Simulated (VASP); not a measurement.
# CuSi16 (a cell with a defect) in VASP: further runs

The runs below take CuSi16 (a cell with a defect) through single point, with PBE.

All numbers are computed with VASP 6.6.1; they aren't measurements. Logs are shortened: lines on timing, memory, paths and dates and some standing lists are left out, and cuts for length are marked.

### Step 1. The cell of the first run

The cell holds a defect, 17 atoms: a = 7.679 Å, b = 7.679 Å, c = 7.679 Å, α = 60.00°, β = 60.00°, γ = 60.00°.

### Step 2. Single point, PBE

File INCAR:

```
SYSTEM = CuSi16
PREC = Accurate
ENCUT = 520
EDIFF = 1E-6
ISMEAR = 0
SIGMA = 0.05
LREAL = Auto
LASPH = .True.
NELM = 100
ALGO = Normal
ISIF = 2
LWAVE = .False.
LCHARG = .False.
GGA = PE
NBANDS = 52
NELECT = 74.0
```

File KPOINTS:

```
regular mesh
0
Gamma
  2 2 2
  0 0 0
```

File POSCAR:

```
CuSi16
1.0
    0.0000000000      5.4300000000      5.4300000000
    5.4300000000      0.0000000000      5.4300000000
    5.4300000000      5.4300000000      0.0000000000
Si Cu
16 1
Direct
   -0.0089641805     -0.0000139042      0.0005763352
    0.0959973297      0.1347488950      0.1347418969
   -0.0085503683     -0.0008713628      0.5077744936
    0.1302502762      0.1140740331      0.6277497238
   -0.0071747698      0.5070701657     -0.0009224678
    0.1296528545      0.6278042357      0.1151526703
    0.0379612339      0.4864601289      0.4878481584
    0.1331329650      0.6269834254      0.6263712707
    0.4671615101      0.0067548803      0.0111033149
    0.6188848987      0.1206889503      0.1180408840
    0.5030033149     -0.0162694291      0.5048810313
    0.6196895028      0.1235985267      0.6403174954
    0.5025192449      0.5049046961     -0.0181372928
    0.6212181400      0.6370676796      0.1232485267
    0.5064834254      0.5075548803      0.5102434622
    0.6660831492      0.6163107735      0.6133365562
    0.4965463168      0.3357971455      0.3353080110
```

Potentials or basis: VASP PAW PBE potentials, release 64 (Si, Cu).

Command:

```bash
$ cat potpaw_PBE.64/Si/POTCAR potpaw_PBE.64/Cu/POTCAR > POTCAR
$ mpirun -np 1 vasp_std > vasp.out
```

OUTCAR:

```text
SYSTEM = CuSi16
   PREC = Accurate
   ENCUT = 520
   EDIFF = 1E-6
   ISMEAR = 0
   LREAL = Auto
   LASPH = .True.
   NELM = 100
   ISIF = 2
   GGA = PE
   NELECT = 74.0

 ion  position               nearest neighbor table
   1  0.991  1.000  0.001-  10 2.33   6 2.34   4 2.34   2 2.35
   2  0.096  0.135  0.135-   9 2.33   5 2.34   3 2.34   1 2.35
   3  0.991  0.999  0.508-  12 2.33   8 2.34   2 2.34   4 2.35
   4  0.130  0.114  0.628-  11 2.34   1 2.34   7 2.34   3 2.35
   5  0.993  0.507  0.999-  14 2.33   2 2.34   8 2.34   6 2.34
   6  0.130  0.628  0.115-   1 2.34  13 2.34   5 2.34   7 2.35
   7  0.038  0.486  0.488-  16 2.33   4 2.34   6 2.35   8 2.35  17 2.88
   8  0.133  0.627  0.626-   3 2.34   5 2.34  15 2.34   7 2.35
   9  0.467  0.007  0.011-  14 2.33   2 2.33  12 2.33  10 2.34
  10  0.619  0.121  0.118-   1 2.33   9 2.34  13 2.41  11 2.43  17 2.46
  11  0.503  0.984  0.505-  16 2.32  17 2.33   4 2.34  10 2.43  12 2.46
  12  0.620  0.124  0.640-   3 2.33   9 2.33  15 2.41  17 2.43  11 2.46
  13  0.503  0.505  0.982-  16 2.33  17 2.34   6 2.34  10 2.41  14 2.46
  14  0.621  0.637  0.123-   9 2.33   5 2.33  17 2.41  15 2.43  13 2.46
  15  0.506  0.508  0.510-  16 2.34   8 2.34  17 2.35  12 2.41  14 2.43
  16  0.666  0.616  0.613-  11 2.32  13 2.33   7 2.33  15 2.34
  17  0.497  0.336  0.335-  11 2.33  13 2.34  15 2.35  14 2.41  12 2.43  10 2.46   7 2.88

  LATTYP: Found a face centered cubic cell.
 ALAT       =    10.8600000000

  Lattice vectors:

 A1 = (   0.0000000000,   5.4300000000,   5.4300000000)
 A2 = (   5.4300000000,   0.0000000000,   5.4300000000)
 A3 = (   5.4300000000,   5.4300000000,   0.0000000000)

Analysis of symmetry for initial positions (statically):
=====================================================================
 Subroutine PRICEL returns:
 Original cell was already a primitive cell.

 Routine SETGRP: Setting up the symmetry group for a
 face centered cubic supercell.

 Subroutine GETGRP returns: Found  1 space group operations
 (whereof  1 operations were pure point group operations)
 out of a pool of 48 trial point group operations.

The static configuration has the point symmetry C_1 .

Analysis of symmetry for dynamics (positions and initial velocities):
=====================================================================
 Subroutine PRICEL returns:
 Original cell was already a primitive cell.

 Routine SETGRP: Setting up the symmetry group for a
 face centered cubic supercell.

 Subroutine GETGRP returns: Found  1 space group operations
 (whereof  1 operations were pure point group operations)
[... 121 lines left out ...]
   ISIF   =      2    stress and relaxation
   ISYM   =      2    0-nonsym 1-usesym 2-fastsym
   POTIM  = 0.5000    time-step for ionic-motion
   TEBEG  =    0.0;   TEEND  =   0.0 temperature during run
   PSTRESS=    0.0 pullay stress
   NELECT =      74.0000    total number of electrons
   NUPDOWN=      -1.0000    fix difference up-down
   EMIN   =  10.00;   EMAX   =-10.00  energy-range for DOS
   EFERMI =   0.00;   METHOD = LEGACY
   ISMEAR =     0;   SIGMA  =   0.05  broadening in eV -4-tet -1-fermi 0-gaus
   EFERMI_NEDOS =   21; number of points for ismear=-14 and -15
   IALGO  =     38    algorithm
   IMIX   =      4    mixing-type and parameters
     AMIX     =   0.40;   BMIX     =  1.00
     AMIX_MAG =   1.60;   BMIX_MAG =  1.00
  volume/ion in A,a.u.               =      18.84       127.11
  Fermi-wavevector in a.u.,A,eV,Ry     =   1.004636  1.898488 13.732283  1.009294
  Thomas-Fermi vector in A             =   2.137265
   LORBIT       =      0    0 simple, 1 ext, 2 COOP (PROOUT), +10 PAW based schemes
   GGA     = PE    functional components
   LHFCALC =     F    Hartree Fock is set to
   AEXX    =    0.0000 exact exchange contribution
   IVDW    =     0    specifies the selected vdW correction
   LEPSILON=     F    determine dielectric tensor
   LRPA    =     F    only Hartree local field effects (RPA)
 non-spin polarized calculation
 Gauss-broadening in eV      SIGMA  =   0.05
  energy-cutoff  :      520.00
  volume of cell :      320.21
 maximum number of plane-waves:      8646
 NGX is ok and might be reduce to    60
   NGX = 29   NGY = 29   NGZ = 29

 number of electron      74.0000000 magnetization

 Free energy of the ion-electron system (eV)
  ---------------------------------------------------
  ext. energy  EPLUGINS =         0.00000000
  ---------------------------------------------------
  free energy    TOTEN  =       -94.20669925 eV

  energy without entropy =      -94.20549830  energy(sigma->0) =      -94.20609878

 E-fermi :   6.4309     XC(G=0):  -9.6125

 val. band max:        6.3644036801   @ k =   0.0000   0.0000   0.0000
 cond. band min:       6.4974542334   @ k =   0.0000   0.0000   0.0000
 fundamental gap:      0.1330505532
 Fermi energy:         6.4309289568

 k-point     1 :       0.0000    0.0000    0.0000
  band No.  band energies     occupation
      1      -5.8927      2.00000
      2      -3.5373      2.00000
      3      -3.5056      2.00000
      4      -3.4817      2.00000
      5      -3.4692      2.00000
      6      -1.9717      2.00000
[... 405 lines left out ...]
     48      10.4460      0.00000
     49      10.4603      0.00000
 [bands above 49 left out]

------------------------ aborting loop because EDIFF is reached ----------------------------------------

  FORCE on cell =-STRESS in cart. coord.  units (eV):
  Direction    XX          YY          ZZ          XY          YZ          ZX
  --------------------------------------------------------------------------------------
  -------------------------------------------------------------------------------------
  Total       -1.6694894     -1.2736476     -0.8990042     -0.5051431     -0.5615531     -0.0326100
  in kB       -8.3534286     -6.3728015     -4.4982418     -2.5275252     -2.8097773     -0.1631670
  external PRESSURE =      -6.4081573 kB  Pullay stress =       0.0000000 kB

 VOLUME and BASIS-vectors are now :
 -----------------------------------------------------------------------------
  energy-cutoff  :      520.00
  volume of cell :      320.21
      direct lattice vectors                 reciprocal lattice vectors
     0.000000000  5.430000000  5.430000000    -0.092081031  0.092081031  0.092081031
     5.430000000  0.000000000  5.430000000     0.092081031 -0.092081031  0.092081031
     5.430000000  5.430000000  0.000000000     0.092081031  0.092081031 -0.092081031

 POSITION                                       TOTAL-FORCE (eV/Angst)
 -----------------------------------------------------------------------------------
      5.43305      5.38445     10.81125        -0.004450     -0.008008     -0.001983
      1.46334      1.25291      1.25295        -0.017959      0.009396      0.003847
      8.18248      8.14079     10.80884         0.004763      0.003985     -0.004590
      4.02810      4.11594      1.32668         0.005563      0.004164     -0.007701
      8.17838     10.81603      8.14443         0.001878     -0.008161      0.000693
      4.03426      1.32929      4.11299        -0.003276     -0.006931      0.004930
[... 9 lines left out ...]
      6.67699      6.94725      6.96340        -0.009011     -0.007636     -0.024997
      3.64410      4.51697      4.51963         0.070904     -0.052785     -0.045018
 -----------------------------------------------------------------------------------
    total drift:                                0.002443     -0.000708      0.005893

  FREE ENERGIE OF THE ION-ELECTRON SYSTEM (eV)
  ---------------------------------------------------
  free  energy   TOTEN  =       -94.2066992540 eV

  energy  without entropy=      -94.2054982970  energy(sigma->0) =      -94.20609878
```

Wall time 3.2 min (1 thread of Intel Xeon 6975P-C (Granite Rapids), shared host); peak memory 0.49 GiB.

What came out:

- Free energy: -94.2067 eV
- Largest force: 0.099 eV/Å

Forces on the atoms (eV/Å):
```
Si  -0.004 -0.008 -0.002
Si  -0.018  0.009  0.004
Si   0.005  0.004 -0.005
Si   0.006  0.004 -0.008
Si   0.002 -0.008  0.001
Si  -0.003 -0.007  0.005
Si  -0.013 -0.004 -0.001
Si   0.012  0.014  0.008
Si  -0.019  0.011  0.029
Si   0.004  0.019 -0.011
Si  -0.009  0.016  0.030
Si  -0.025  0.003 -0.037
Si   0.003  0.025  0.029
Si  -0.009 -0.019 -0.005
Si   0.009  0.002  0.031
Si  -0.009 -0.008 -0.025
Cu   0.071 -0.053 -0.045
```

Levels at points of the mesh, in eV from the Fermi level:
| k point | band 33 | band 34 | band 35 | band 36 | band 37 | band 38 | band 39 | band 40 | band 41 | band 42 |
| --- | --- | --- | --- | --- | --- | --- | --- | --- | --- | --- |
| (0.00, 0.00, 0.00) | -1.17 | -1.11 | -0.60 | -0.22 | -0.07 | 0.07 | 0.23 | 0.55 | 0.57 | 0.70 |
| (0.50, 0.00, 0.00) | -2.19 | -0.94 | -0.93 | -0.64 | -0.49 | 0.53 | 0.97 | 1.37 | 1.40 | 1.55 |
| (0.00, 0.50, 0.00) | -2.05 | -1.04 | -0.94 | -0.92 | -0.75 | 0.58 | 1.06 | 1.16 | 1.28 | 1.41 |
| (0.00, 0.00, 0.50) | -2.05 | -1.04 | -0.95 | -0.92 | -0.77 | 0.57 | 1.06 | 1.15 | 1.27 | 1.40 |
| (0.50, 0.50, 0.50) | -2.06 | -1.02 | -0.97 | -0.94 | -0.81 | 0.54 | 1.07 | 1.13 | 1.27 | 1.39 |
| (0.50, 0.50, 0.00) | -1.86 | -1.57 | -1.55 | -1.47 | -1.15 | 0.65 | 0.89 | 1.87 | 2.05 | 2.17 |
| (0.00, 0.50, 0.50) | -1.87 | -1.59 | -1.52 | -1.45 | -1.20 | 0.67 | 0.89 | 1.88 | 2.03 | 2.17 |
| (0.50, 0.00, 0.50) | -1.87 | -1.57 | -1.54 | -1.47 | -1.17 | 0.66 | 0.89 | 1.87 | 2.04 | 2.17 |

Caveat: the k points lie up to 0.50 Å⁻¹ apart; the cell carries a net charge on a neutralising background, which shifts energy and pressure; the cell is charged against a uniform background, so pressure and absolute levels hang on convention.

(Part 1 of 2 ends here.)
